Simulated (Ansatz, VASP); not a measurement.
One calculation of ZnAu, two programs

File INCAR:

```
PREC = Accurate ; ENCUT = 520
EDIFF = 1E-6 ; ISMEAR = 0
SIGMA = 0.1 ; LREAL = F
LASPH = T ; NELM = 80
ALGO = Fast ; ISIF = 2
LWAVE = F ; LCHARG = T
GGA = PS ; LELF = T
LVHAR = T ; NBANDS = 18
```

KPOINTS

```
Automatic mesh
0
Gamma
  12 12 12
```

The input POSCAR:

```
ZnAu
1.0
    3.1470000000      0.0000000000      0.0000000000
    0.0000000000      3.1470000000      0.0000000000
    0.0000000000      0.0000000000      3.1470000000
Zn Au
1 1
Direct
    0.5000000000      0.5000000000      0.5000000000
    0.0000000000      0.1191611058      0.0000000000
```

Input for Ansatz:

```yaml
crystal:
  lattice:
    - [3.147, 0.0, 0.0]
    - [0.0, 3.147, 0.0]
    - [0.0, 0.0, 3.147]
  atoms:
    - { symbol: Zn, position: [0.5, 0.5, 0.5] }
    - { symbol: Au, position: [0.0, 0.1191611058, 0.0] }
basis:
  ecutwfc: 420
kpoints:
  mp_grid: { grid: [12, 12, 12] }
hamiltonian:
  xc: pbesol
scf:
  occupations: { method: gaussian, width: 0.1 }
output:
  forces: true
  stress: true
  eigenvalues: true
```

Change from the starting cell: one atom moved.

Alike in both runs: task single point; functional PBEsol; k mesh 12 × 12 × 12; occupations gaussian, width 0.1 eV; no spin polarisation.

```csv
,VASP,Ansatz
version,VASP 6.6.1,Ansatz 0.2.0
potentials or method,"VASP PAW PBE potentials, release 64 (Zn, Au), cutoff 520 eV","scalar-relativistic, plane waves, PAW"
valence electrons in the cell,23,31
```

```csv
,VASP,Ansatz,Ansatz less VASP
gap on the k mesh at the Fermi level (eV),none,none,-
pressure (GPa),4.8,4.5,-0.28
"traceless stress, the component that is largest in VASP (GPa)",-3.88,-3.82,+0.063
rms of the force components (eV/Å),0.742,0.728,-0.0140
```

VASP's potentials were made for PBE, not for PBEsol. Atom by atom the forces differ by 0.014 eV/Å (rms over components). A gap of «none» marks a metal or a gap that the smearing closes. VASP's potentials hold 23 valence electrons a cell and Ansatz's 31, so a difference there can come from the potentials and not from the codes.

Spin-orbit coupling is off throughout.
